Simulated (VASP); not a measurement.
# Ta2NbO2 (I4/mmm) in VASP: notebook

Runs on Ta2NbO2. Level: PBE. Tasks: single point.

Everything below comes from runs of VASP 6.6.1. Logs are shortened: lines on timing, memory, paths and dates and some standing lists are left out, and cuts for length are marked.

**1. The cell of the first run**

The structure is tetragonal, space group I4/mmm (No. 139). Conventional cell: a = 4.253 Å, b = 4.253 Å, c = 8.370 Å, α = 90.00°, β = 90.00°, γ = 90.00°. Ta (site symmetry -4m2) has 4 O at 2.13 Å within 2.8 Å. Within 2.9 Å of Nb (site symmetry 4/mmm) lie 2 O at 2.17 Å. O (site symmetry 4mm) has 4 Ta at 2.13 Å and 1 Nb at 2.17 Å within 2.8 Å.

**2. Single point, PBE**

The input, INCAR:

```
SYSTEM = Ta2NbO2
PREC     = Accurate       ! precision mode
ENCUT    = 520            ! plane-wave cutoff, eV
EDIFF    = 1E-6           ! SCF threshold, eV
ISMEAR   = 0              ! smearing method
SIGMA    = 0.1            ! smearing width, eV
LREAL    = .FALSE.        ! projectors in reciprocal space
LASPH    = .TRUE.         ! aspherical terms in the spheres
NELM     = 60             ! most SCF steps
ALGO     = Normal         ! electronic algorithm
ISIF     = 2              ! what is computed and relaxed
LWAVE    = .FALSE.        ! write WAVECAR
LCHARG   = .FALSE.        ! write CHGCAR
GGA      = PE             ! functional
NBANDS   = 32             ! bands
```

The input, KPOINTS:

```
Automatic mesh
0
G
  12 12 12
  0 0 0
```

The input, POSCAR:

```
Ta2NbO2
1.0
   -2.1264472007      2.1264472007      4.1850896839
    2.1264472007     -2.1264472007      4.1850896839
    2.1264472007      2.1264472007     -4.1850896839
Ta Nb O
2 1 2
Direct
    0.7500000000      0.2500000000      0.5000000000
    0.2500000000      0.7500000000      0.5000000000
    0.0000000000      0.0000000000      0.0000000000
    0.7406504649      0.7406504649      0.0000000000
    0.2593495351      0.2593495351      0.0000000000
```

Potentials or basis: VASP PAW PBE potentials, release 64 (Ta_pv, Nb_sv, O).

Started as:

```
cat potpaw_PBE.64/Ta_pv/POTCAR potpaw_PBE.64/Nb_sv/POTCAR potpaw_PBE.64/O/POTCAR > POTCAR
mpirun -np 1 vasp_std > vasp.out
```

OUTCAR:

```text
SYSTEM = Ta2NbO2
   PREC = Accurate
   ENCUT = 520
   EDIFF = 1E-6
   ISMEAR = 0
   LREAL = .FALSE.
   LASPH = .TRUE.
   NELM = 60
   ISIF = 2
   GGA = PE

 ion  position               nearest neighbor table
   1  0.750  0.250  0.500-   5 2.13   4 2.13   5 2.13   4 2.13   3 2.98   3 2.98   3 2.98   3 2.98
                             2 3.01   2 3.01   2 3.01   2 3.01
   2  0.250  0.750  0.500-   5 2.13   4 2.13   5 2.13   4 2.13   3 2.98   3 2.98   3 2.98   3 2.98
                             1 3.01   1 3.01   1 3.01   1 3.01
   3  0.000  0.000  0.000-   4 2.17   5 2.17   1 2.98   2 2.98   1 2.98   2 2.98   1 2.98   2 2.98
                             1 2.98   2 2.98
   4  0.741  0.741  0.000-   2 2.13   1 2.13   1 2.13   2 2.13   3 2.17
   5  0.259  0.259  0.000-   1 2.13   2 2.13   2 2.13   1 2.13   3 2.17

  LATTYP: Found a body centered tetragonal cell.
 ALAT       =     4.2528944014
 C/A-ratio  =     1.9681136134

  Lattice vectors:

 A1 = (  -2.1264472007,   2.1264472007,   4.1850896839)
 A2 = (   2.1264472007,  -2.1264472007,   4.1850896839)
 A3 = (   2.1264472007,   2.1264472007,  -4.1850896839)

Analysis of symmetry for initial positions (statically):
=====================================================================
 Subroutine PRICEL returns:
 Original cell was already a primitive cell.

 Routine SETGRP: Setting up the symmetry group for a
 body centered tetragonal supercell.

 Subroutine GETGRP returns: Found 16 space group operations
 (whereof 16 operations were pure point group operations)
 out of a pool of 16 trial point group operations.

The static configuration has the point symmetry D_4h.

Analysis of symmetry for dynamics (positions and initial velocities):
=====================================================================
 Subroutine PRICEL returns:
 Original cell was already a primitive cell.

 Routine SETGRP: Setting up the symmetry group for a
 body centered tetragonal supercell.

 Subroutine GETGRP returns: Found 16 space group operations
 (whereof 16 operations were pure point group operations)
 out of a pool of 16 trial point group operations.

The dynamic configuration has the point symmetry D_4h.

 Subroutine INISYM returns: Found 16 space group operations
 (whereof 16 operations are pure point group operations),
 and found     1 'primitive' translations

----------------------------------------------------------------------------------------

                                     Primitive cell

  volume of cell :      75.6962

  direct lattice vectors                    reciprocal lattice vectors
    -2.126447201  2.126447201  4.185089684     0.000000000  0.235133983  0.119471753
     2.126447201 -2.126447201  4.185089684     0.235133983  0.000000000  0.119471753
     2.126447201  2.126447201 -4.185089684     0.235133983  0.235133983  0.000000000

  length of vectors
     5.153496974  5.153496974  5.153496974     0.263745123  0.263745123  0.332529668

  position of ions in fractional coordinates (direct lattice)
     0.750000000  0.250000000  0.500000000
     0.250000000  0.750000000  0.500000000
     0.000000000  0.000000000  0.000000000
     0.740650465  0.740650465  0.000000000
     0.259349535  0.259349535  0.000000000

  ion indices of the primitive-cell ions
   primitive index   ion index
                 1           1
                 2           2
                 3           3
                 4           4
                 5           5

----------------------------------------------------------------------------------------

 KPOINTS: Automatic mesh

Automatic generation of k-mesh.
 Grid dimensions read from file:
 generate k-points for:   12   12   12

 Generating k-lattice:

  Cartesian coordinates                     Fractional coordinates (reciprocal lattice)
     0.000000000  0.019594499  0.009955979     0.083333333  0.000000000  0.000000000
     0.019594499  0.000000000  0.009955979     0.000000000  0.083333333  0.000000000
     0.019594499  0.019594499  0.000000000     0.000000000  0.000000000  0.083333333

  Length of vectors
     0.021978760  0.021978760  0.027710806

  Shift w.r.t. Gamma in fractional coordinates (k-lattice)
     0.000000000  0.000000000  0.000000000

 Subroutine IBZKPT returns following result:
 ===========================================

 Found    163 irreducible k-points:

 Following reciprocal coordinates:
            Coordinates               Weight
  0.000000  0.000000  0.000000      1.000000
  0.083333 -0.000000  0.000000      8.000000
  0.166667 -0.000000  0.000000      8.000000
  0.250000 -0.000000  0.000000      8.000000
  0.333333  0.000000 -0.000000      8.000000
  0.416667 -0.000000  0.000000      8.000000
[... 16 lines left out ...]
  0.500000  0.166667  0.000000     16.000000
 -0.416667  0.166667  0.000000     16.000000
 [... further k-points ...]
   k-points           NKPTS =    163   k-points in BZ     NKDIM =    163   number of bands    NBANDS=     32
   number of dos      NEDOS =    301   number of ions     NIONS =      5
   total plane-waves  NPLWV =  64000
   dimension x,y,z NGX =    40 NGY =   40 NGZ =   40
   dimension x,y,z NGXF=    80 NGYF=   80 NGZF=   80
   ions per type =               2   1   2
   NGX,Y,Z   is equivalent  to a cutoff of  12.90, 12.90, 12.90 a.u.
   NGXF,Y,Z  is equivalent  to a cutoff of  25.81, 25.81, 25.81 a.u.
 SYSTEM =  Ta2NbO2
   PREC   = accura    normal or accurate (medium, high low for compatibility)
   ISTART =      0    job   : 0-new  1-cont  2-samecut
   ICHARG =      2    charge: 1-file 2-atom 10-const
   ISPIN  =      1    spin polarized calculation?
   LNONCOLLINEAR =      F non collinear calculations
   LSORBIT =      F    spin-orbit coupling
   LASPH  =      T    aspherical Exc in radial PAW
   ENCUT  =  520.0 eV  38.22 Ry    6.18 a.u.   9.58  9.58  9.58*2*pi/ulx,y,z
   NELM   =     60;   NELMIN=  2; NELMDL= -5     # of ELM steps
   EDIFF  = 0.1E-05   stopping-criterion for ELM
   LREAL  =      F    real-space projection
   EDIFFG = 0.1E-04   stopping-criterion for IOM
   NSW    =      0    number of steps for IOM
   IBRION =     -1    ionic relax: 0-MD 1-quasi-New 2-CG
   NFREE  =      0    steps in history (QN), initial steepest desc. (CG)
   ISIF   =      2    stress and relaxation
   ISYM   =      2    0-nonsym 1-usesym 2-fastsym
   POTIM  = 0.5000    time-step for ionic-motion
   TEBEG  =    0.0;   TEEND  =   0.0 temperature during run
   PSTRESS=    0.0 pullay stress
   NELECT =      47.0000    total number of electrons
   NUPDOWN=      -1.0000    fix difference up-down
   EMIN   =  10.00;   EMAX   =-10.00  energy-range for DOS
   EFERMI =   0.00;   METHOD = LEGACY
   ISMEAR =     0;   SIGMA  =   0.10  broadening in eV -4-tet -1-fermi 0-gaus
   EFERMI_NEDOS =   21; number of points for ismear=-14 and -15
   IALGO  =     38    algorithm
   IMIX   =      4    mixing-type and parameters
     AMIX     =   0.40;   BMIX     =  1.00
     AMIX_MAG =   1.60;   BMIX_MAG =  1.00
  volume/ion in A,a.u.               =      15.14       102.16
  Fermi-wavevector in a.u.,A,eV,Ry     =   1.396635  2.639257 26.539363  1.950588
  Thomas-Fermi vector in A             =   2.519970
   LORBIT       =      0    0 simple, 1 ext, 2 COOP (PROOUT), +10 PAW based schemes
   GGA     = PE    functional components
   LHFCALC =     F    Hartree Fock is set to
   AEXX    =    0.0000 exact exchange contribution
   IVDW    =     0    specifies the selected vdW correction
   LEPSILON=     F    determine dielectric tensor
   LRPA    =     F    only Hartree local field effects (RPA)
 non-spin polarized calculation
 Gauss-broadening in eV      SIGMA  =   0.10
  energy-cutoff  :      520.00
  volume of cell :       75.70
 maximum number of plane-waves:      2059
 NGX is ok and might be reduce to    40
   NGX = 19   NGY = 19   NGZ = 19

 number of electron      47.0000002 magnetization

 Free energy of the ion-electron system (eV)
  ---------------------------------------------------
  ext. energy  EPLUGINS =         0.00000000
  ---------------------------------------------------
  free energy    TOTEN  =       -47.80809632 eV

  energy without entropy =      -47.79018196  energy(sigma->0) =      -47.79913914

 E-fermi :   6.8471     XC(G=0): -11.6763

 val. band max:        6.8293393851   @ k =   0.4167   0.3333   0.0833
 cond. band min:       6.8490247158   @ k =  -0.0833  -0.1667   0.0833
 fundamental gap:      0.0196853307
 Fermi energy:         6.8470962306

 k-point     1 :       0.0000    0.0000    0.0000
  band No.  band energies     occupation
      1     -47.9267      2.00000
      2     -29.0593      2.00000
      3     -29.0593      2.00000
      4     -28.5649      2.00000
      5     -28.5649      2.00000
      6     -28.3320      2.00000
[... 24 lines left out ...]
     31      10.3627      0.00000
     32      10.6093      0.00000

 k-point     2 :       0.0833   -0.0000    0.0000
  band No.  band energies     occupation
      1     -47.9267      2.00000
      2     -29.0567      2.00000
      3     -29.0512      2.00000
      4     -28.5783      2.00000
      5     -28.5737      2.00000
      6     -28.3287      2.00000
[... 24 lines left out ...]
     31      10.3375      0.00000
     32      10.6158      0.00000

 k-point     3 :       0.1667   -0.0000    0.0000
  band No.  band energies     occupation
      1     -47.9267      2.00000
      2     -29.0477      2.00000
      3     -29.0274      2.00000
      4     -28.6168      2.00000
      5     -28.5992      2.00000
      6     -28.3197      2.00000
[... 24 lines left out ...]
     31      10.2858      0.00000
     32      10.5711      0.00000

 k-point     4 :       0.2500   -0.0000    0.0000
  band No.  band energies     occupation
      1     -47.9267      2.00000
      2     -29.0293      2.00000
      3     -28.9893      2.00000
      4     -28.6754      2.00000
      5     -28.6397      2.00000
      6     -28.3065      2.00000
[... 654 lines left out ...]
     31      10.7558      0.00000
     32      10.7851      0.00000

 k-point    23 :       0.5000    0.1667    0.0000
  band No.  band energies     occupation
      1     -47.9266      2.00000
      2     -29.0716      2.00000
      3     -29.0537      2.00000
      4     -28.6566      2.00000
      5     -28.6556      2.00000
      6     -28.2660      2.00000
[... 24 lines left out ...]
     31      10.6400      0.00000
     32      10.6936      0.00000

 k-point    24 :      -0.4167    0.1667    0.0000
  band No.  band energies     occupation
      1     -47.9265      2.00000
      2     -29.1123      2.00000
      3     -28.9937      2.00000
      4     -28.7173      2.00000
      5     -28.6037      2.00000
      6     -28.2703      2.00000
[... 24 lines left out ...]
     31      10.6341      0.00000
     32      10.8023      0.00000

 [... further k-points ...]
[... 5 lines left out ...]
  --------------------------------------------------------------------------------------
  -------------------------------------------------------------------------------------
  Total        0.1953337      0.1953337     -0.0634525      0.0000000      0.0000000      0.0000000
  in kB        4.1344119      4.1344119     -1.3430295      0.0000000      0.0000000      0.0000000
  external PRESSURE =       2.3085981 kB  Pullay stress =       0.0000000 kB

 VOLUME and BASIS-vectors are now :
 -----------------------------------------------------------------------------
  energy-cutoff  :      520.00
  volume of cell :       75.70
      direct lattice vectors                 reciprocal lattice vectors
    -2.126447201  2.126447201  4.185089684     0.000000000  0.235133983  0.119471753
     2.126447201 -2.126447201  4.185089684     0.235133983  0.000000000  0.119471753
     2.126447201  2.126447201 -4.185089684     0.235133983  0.235133983  0.000000000

 POSITION                                       TOTAL-FORCE (eV/Angst)
 -----------------------------------------------------------------------------------
     -0.00000      2.12645      2.09254        -0.000000     -0.000000     -0.000000
      2.12645     -0.00000      2.09254        -0.000000     -0.000000     -0.000000
      0.00000      0.00000      0.00000        -0.000000     -0.000000     -0.000000
      0.00000      0.00000      6.19938         0.000000      0.000000      0.015423
      0.00000      0.00000      2.17080         0.000000      0.000000     -0.015423
 -----------------------------------------------------------------------------------
    total drift:                               -0.000000      0.000000     -0.000000

  FREE ENERGIE OF THE ION-ELECTRON SYSTEM (eV)
  ---------------------------------------------------
  free  energy   TOTEN  =       -47.8080963217 eV

  energy  without entropy=      -47.7901819562  energy(sigma->0) =      -47.79913914
```

It took 7.4 min on 1 thread of Intel Xeon Platinum 8375C at 2.90GHz (Ice Lake), shared host; peak memory 0.5 GiB.

Results:

- Free energy: -47.8081 eV
- Pressure: 0.2 GPa
- Largest force: 0.015 eV/Å

Forces on the atoms (eV/Å):
```
Ta   0.000  0.000  0.000
Ta   0.000  0.000  0.000
Nb   0.000  0.000  0.000
O    0.000  0.000  0.015
O    0.000  0.000 -0.015
```

Caveat: spin-orbit coupling is left out, which moves the levels of the heavy elements; an odd number of electrons without spin polarisation forces a metal; a magnetic or distorted state may lie lower.

**3. Single point, PBE, collinear spin, ferromagnetic start**

The input, INCAR:

```
SYSTEM = Ta2NbO2
PREC = Accurate
ENCUT = 520
EDIFF = 1E-6
ISMEAR = 0
SIGMA = 0.1
LREAL = .False.
LASPH = .True.
NELM = 150
ALGO = Normal
ISIF = 2
LWAVE = .False.
LCHARG = .True.
ISPIN = 2
MAGMOM = 1 1 0 0 0
LORBIT = 11
LMAXMIX = 4
GGA = PE
LELF = .True.
LVHAR = .True.
NBANDS = 36
```

The input, KPOINTS:

```
regular mesh
0
Gamma
  6 6 6
  0 0 0
```

The input, POSCAR:

```
Ta2NbO2
1.0
   -2.1238445851      2.1238445851      4.2019735898
    2.1238445851     -2.1238445851      4.2019735898
    2.1238445851      2.1238445851     -4.2019735898
Ta Nb O
2 1 2
Direct
    0.7500000000      0.2500000000      0.5000000000
    0.2500000000      0.7500000000      0.5000000000
    0.0000000000      0.0000000000      0.0000000000
    0.7415889993      0.7415889993      0.0000000000
    0.2584110007      0.2584110007      0.0000000000
```

Potentials or basis: VASP PAW PBE potentials, release 64 (Ta_pv, Nb_sv, O).

Started as:

```
cat potpaw_PBE.64/Ta_pv/POTCAR potpaw_PBE.64/Nb_sv/POTCAR potpaw_PBE.64/O/POTCAR > POTCAR
mpirun -np 1 vasp_std > vasp.out
```

It took 3.1 min on 1 thread of Intel Xeon Platinum 8375C at 2.90GHz (Ice Lake), shared host; peak memory 0.36 GiB.

Results (log left out):

```yaml
Free_energy: -47.8138 eV
Pressure: 0.4 GPa
Largest_force: 0.007 eV/Å
Net_moment: 0.00 μB per cell
Valence_electrons_inside_the_program's_atomic_spheres: Ta 8.85; Nb 10.71; O 5.08
```

Forces in eV/Å, atoms in the order of the input:
```
Ta   0.000  0.000  0.000
Ta   0.000  0.000  0.000
Nb   0.000  0.000  0.000
O    0.000  0.000  0.007
O    0.000  0.000 -0.007
```

Stress tensor (GPa, compression positive):
```
 0.75  0.00  0.00
 0.00  0.75  0.00
 0.00  0.00 -0.24
```

Levels at points of the mesh, in eV from the Fermi level:
Spin up:
| k point | band 20 | band 21 | band 22 | band 23 | band 24 | band 25 | band 26 | band 27 |
| --- | --- | --- | --- | --- | --- | --- | --- | --- |
| (0.00, 0.00, 0.00) | -4.05 | -1.88 | -1.88 | -0.69 | -0.43 | -0.43 | 1.69 | 1.72 |
| (0.50, 0.00, 0.00) | -2.17 | -1.15 | -0.79 | -0.35 | -0.20 | 0.38 | 0.50 | 1.20 |
| (0.50, 0.50, 0.00) | -1.13 | -1.00 | -0.22 | 0.10 | 0.26 | 1.17 | 1.39 | 2.05 |
| (0.50, 0.50, 0.50) | -3.00 | -3.00 | -2.55 | -1.83 | -0.07 | 0.91 | 1.38 | 1.38 |
Spin down:
```tsv
k point	band 21	band 22	band 23	band 24	band 25	band 26
(0.00, 0.00, 0.00)	-1.88	-1.88	-0.69	-0.43	-0.43	1.69
(0.50, 0.00, 0.00)	-1.15	-0.79	-0.35	-0.20	0.38	0.50
(0.50, 0.50, 0.00)	-1.00	-0.22	0.10	0.26	1.17	1.39
(0.50, 0.50, 0.50)	-3.00	-2.55	-1.83	-0.07	0.91	1.38
```

Caveat: spin-orbit coupling is left out, which moves the levels of the heavy elements.
